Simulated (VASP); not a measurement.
A run of VASP 6.6.1:

Contents of INCAR:

```
SYSTEM = MgO
PREC = Accurate
ENCUT = 520
EDIFF = 1E-6
ISMEAR = -1
SIGMA = 0.05
LREAL = .FALSE.
LASPH = .TRUE.
NELM = 100
ALGO = Normal
ISIF = 2
LWAVE = .FALSE.
LCHARG = .FALSE.
GGA = PE
NBANDS = 11
```

The input KPOINTS:

```
Automatic mesh
0
G
  15 15 15
  0 0 0
```

Contents of POSCAR:

```
MgO
1.0
    0.0000000000      2.3058973033      2.3058973033
    2.3058973033      0.0000000000      2.3058973033
    2.3058973033      2.3058973033      0.0000000000
Mg O
1 1
Direct
    0.0000000000      0.0000000000      0.0000000000
    0.2500000000      0.2500000000      0.2500000000
```

Potentials or basis: VASP PAW PBE potentials, release 64 (Mg, O).

Launch:

```bash
$ cat potpaw_PBE.64/Mg/POTCAR potpaw_PBE.64/O/POTCAR > POTCAR
$ mpirun -np 1 vasp_std > vasp.out
```

Hardware: 1 thread of Intel(R) Xeon(R) Platinum 8259CL CPU @ 2.50GHz (Skylake/Cascade Lake), with other jobs on the host.

Question: Estimate the wall time of this run.

Answer: Run time: 20 s on 1 thread of Intel(R) Xeon(R) Platinum 8259CL CPU @ 2.50GHz (Skylake/Cascade Lake), with other jobs on the host, peak memory 0.16 GiB. Counts: scf iterations 12, k points 120.
